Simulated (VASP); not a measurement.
The system is NbAs.

```xyz
4
Lattice="-1.7259 1.7259 5.8400 1.7259 -1.7259 5.8400 1.7259 1.7259 -5.8400" Properties=species:S:1:pos:R:3 pbc="T T T"
Nb    0.0000    1.7259    0.0000
Nb    0.0000    0.0000    8.7600
As    0.0000    1.7259    4.8589
As    0.0000    0.0000    1.9389
```

| Property | Result |
| --- | --- |
| Program | VASP 6.6.1 |
| Task | relaxation of cell and atoms |
| Functional | RPBE |
| Potentials or basis | VASP PAW PBE potentials, release 64 (Nb_sv, As) |
| Cutoff | 600 eV |
| k mesh | 11 × 11 × 11 |
| Occupations | fermi-dirac, width 0.05 eV |
| Spin | no spin polarisation |

At the start: pressure 5.9 GPa; volume 17.39 Å³/atom.

Question: Where does the relaxation end?

Answer: Over 9 steps the energy falls by 12.6 meV/atom and the volume is 18.00 Å³/atom (+3.5 %); space group I4_1md (No. 109, to 0.1 Å) before and after.

The path:
```csv
step,energy change (eV),largest force (eV/Å),pressure (GPa),volume (Å³)
1,0.0000,0.3033,5.88,69.58
2,0.0569,0.0688,-7.75,76.20
3,-0.0486,0.1276,-0.28,72.16
4,-0.0486,0.1306,-0.16,72.10
5,-0.0502,0.0028,0.07,72.00
6,-0.0502,0.0112,0.06,72.00
7,-0.0503,0.0027,-0.08,72.06
8,-0.0503,0.0006,-0.13,72.08
9,-0.0503,0.0032,0.01,72.00
```

Final structure:
```
Nb As
1.0
    -1.74557    1.74557    5.90738
     1.74557   -1.74557    5.90738
     1.74557    1.74557   -5.90738
Nb As
2 2
Cartesian
  1.7456 0.0000 5.8944
  1.7456 1.7456 2.9407
  0.0000 1.7456 4.9279
  1.7456 1.7456 -3.9332
```

Caveat: the PAW data sets were made with another functional, which shifts forces and pressure a little.
